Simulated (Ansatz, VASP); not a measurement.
**WC: VASP beside Ansatz**

```
CELL_PARAMETERS angstrom
2.72922 0.00000 0.00000
0.00000 2.72922 0.00000
0.00000 0.00000 2.72185
ATOMIC_POSITIONS crystal
W 0.50000 0.50000 0.50000
C 0.00000 0.00000 0.00000
```

Alike in both runs: functional PBE; k mesh 7 × 7 × 5; occupations gaussian, width 0.2 eV; no spin polarisation.

Ansatz relaxed the structure, and its values are those at the end. VASP's run is a single point on that final structure, the one shown.

|  | VASP | Ansatz |
| --- | --- | --- |
| version | VASP 6.6.1 | Ansatz 0.2.0 |
| potentials or method | VASP PAW PBE potentials, release 64 (W_sv, C), cutoff 600 eV | scalar-relativistic, plane waves, PAW |
| valence electrons in the cell | 18 | 18 |

```tsv
	VASP	Ansatz	Ansatz less VASP
gap on the k mesh at the Fermi level (eV)	none	none	-
pressure (GPa)	1.1	-0.2	-1.26
```

A gap of «none» marks a metal or a gap that the smearing closes. With one functional, cell and mesh, what is left measures potentials, basis and numerics.

The k mesh is coarse, so the values compare programs but aren't converged. Neither program's run includes spin-orbit coupling.
